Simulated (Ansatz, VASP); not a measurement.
Two plane-wave programs on Sr

File INCAR:

```
ALGO = Normal
EDIFF = 1E-6
ENCUT = 520
GGA = PS
ISIF = 2
ISMEAR = 0
LASPH = True
LCHARG = True
LELF = True
LREAL = False
LVHAR = True
LWAVE = False
NBANDS = 11
NELM = 60
PREC = Accurate
SIGMA = 0.03
```

File KPOINTS:

```
k-points
0
Gamma
  10 10 10
```

The input POSCAR:

```
Sr
1.0
    0.0000000000      2.7989620000      3.1640440000
    2.7989620000      0.0000000000      3.1640440000
    2.7989620000      2.7989620000      0.0000000000
Sr
1
Direct
    0.0000000000      0.0000000000      0.0000000000
```

Input for Ansatz:

```yaml
crystal:
  lattice:
    - [0.0, 2.798962, 3.164044]
    - [2.798962, 0.0, 3.164044]
    - [2.798962, 2.798962, 0.0]
  atoms:
    - { symbol: Sr, position: [0.0, 0.0, 0.0] }
basis:
  ecutwfc: 420
kpoints:
  mp_grid: { grid: [10, 10, 10] }
hamiltonian:
  xc: pbesol
scf:
  occupations: { method: gaussian, width: 0.03 }
output:
  forces: true
  stress: true
  eigenvalues: true
```

Change from the starting cell: strain -0.080 along x and y, +0.040 along z, atoms carried along.

Alike in both runs: task single point; functional PBEsol; k mesh 10 × 10 × 10; occupations gaussian, width 0.03 eV; no spin polarisation.

|  | VASP | Ansatz |
| --- | --- | --- |
| version | VASP 6.6.1 | Ansatz 0.2.0 |
| potentials or method | VASP PAW PBE potentials, release 64 (Sr_sv), cutoff 520 eV | scalar-relativistic, plane waves, PAW |
| valence electrons in the cell | 10 | 10 |

```tsv
	VASP	Ansatz	Ansatz less VASP
gap on the k mesh at the Fermi level (eV)	none	none	-
pressure (GPa)	0.6	0.6	-0.02
traceless stress, the component that is largest in VASP (GPa)	-0.73	-0.73	+0.002
```

VASP's potentials were made for PBE, not for PBEsol. A gap of «none» marks a metal or a gap that the smearing closes.
